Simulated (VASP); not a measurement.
CsPbCl3:

```
CELL_PARAMETERS angstrom
5.60500 0.00000 0.00000
0.00000 5.60500 0.00000
0.00000 0.00000 5.60500
ATOMIC_POSITIONS crystal
Pb 0.50000 0.50000 0.50000
Cs 0.00000 0.00000 0.00000
Cl 0.50000 0.00000 0.50000
Cl 0.00000 0.50000 0.50000
Cl 0.50000 0.50000 0.00000
```

```yaml
Program: VASP 6.6.1
Task: relaxation of cell and atoms
Functional: r2SCAN
Potentials_or_basis: VASP PAW PBE potentials, release 64 (Pb_d, Cs_sv, Cl)
Cutoff: 600 eV
k_mesh: 5 × 5 × 5
Occupations: fermi-dirac, width 0.05 eV
Spin: no spin polarisation
```

At the start: pressure 1.0 GPa; volume 35.22 Å³/atom.

Q: How do energy, volume and symmetry change on relaxing?

A: Over 3 steps the energy falls by 3.7 meV/atom and the volume is 36.48 Å³/atom (+3.6 %); space group Pm-3m (No. 221, to 0.1 Å) before and after.

The path:
```
step  energy change (eV)  largest force (eV/Å)  pressure (GPa)  volume (Å³)
   1              0.0000                0.0000            0.96       176.09
   2             -0.0181                0.0000            0.12       181.54
   3             -0.0185                0.0000            0.01       182.40
```

Final structure:
```
Pb Cs Cl
1.0
     5.67125    0.00000    0.00000
     0.00000    5.67125    0.00000
     0.00000    0.00000    5.67125
Pb Cs Cl
1 1 3
Direct
  0.50000 0.50000 0.50000
  0.00000 0.00000 0.00000
  0.50000 0.00000 0.50000
  0.00000 0.50000 0.50000
  0.50000 0.50000 0.00000
```

Caveat: the PAW data sets were made with another functional, which shifts forces and pressure a little.
